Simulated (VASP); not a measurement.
# MgH2: relaxation of cell and atoms with LDA

The system is MgH2.

```
Mg H
1.0
     0.00000    2.38107    2.38107
     2.38107    0.00000    2.38107
     2.38107    2.38107    0.00000
Mg H
1 2
Direct
  0.00000 0.00000 0.00000
  0.75000 0.75000 0.75000
  0.25000 0.25000 0.25000
```

```yaml
Program: VASP 6.6.1
Task: relaxation of cell and atoms
Functional: LDA
Potentials_or_basis: VASP PAW LDA potentials, release 64 (Mg, H)
Cutoff: 600 eV
k_mesh: 7 × 7 × 7
Occupations: fermi-dirac, width 0.02 eV
Spin: no spin polarisation
Dipole_correction: no
Further_INCAR_settings: ALGO = Normal; EDIFF = 1e-07; IBRION = 2; EDIFFG = -0.03; NSW = 60; ISIF = 3
```

```
Relaxed volume                        : 8.41 Å³/atom
Relaxed cell                          : a = 3.293 Å, b = 3.293 Å, c = 3.293 Å, α = 60.00°, β = 60.00°, γ = 60.00°
Space group after relaxing (to 0.1 Å) : Fm-3m (No. 225)
Energy gained by relaxing             : 8.4 meV/atom
Ionic steps                           : 3
Pressure after relaxing               : -0.2 GPa
Band gap on the k mesh                : zero (bands 2 and 3 overlap by 1.60 eV)
```

Step by step:
| step | energy change (eV) | largest force (eV/Å) | pressure (GPa) | volume (Å³) |
| --- | --- | --- | --- | --- |
| 1 | 0.0000 | 0.0000 | -4.16 | 27.00 |
| 2 | -0.0183 | 0.0000 | -2.29 | 26.10 |
| 3 | -0.0251 | 0.0000 | -0.20 | 25.24 |

Final structure:
```yaml
crystal:
  lattice:
    - [0.00000, 2.32825, 2.32825]
    - [2.32825, 0.00000, 2.32825]
    - [2.32825, 2.32825, 0.00000]
  atoms:
    - { symbol: Mg, position: [0.00000, 0.00000, 0.00000] }
    - { symbol: H, position: [0.75000, 0.75000, 0.75000] }
    - { symbol: H, position: [0.25000, 0.25000, 0.25000] }
```

Levels at points of the mesh, in eV from the Fermi level:
```tsv
k point	band 1	band 2	band 3	band 4	band 5	band 6
(0.00, 0.00, 0.00)	-10.58	1.13	9.28	9.28	9.28	12.06
```

It took 4.5 s on 1 thread of Intel(R) Xeon(R) 6975P-C (Granite Rapids), on a shared host, peak memory 0.14 GiB.
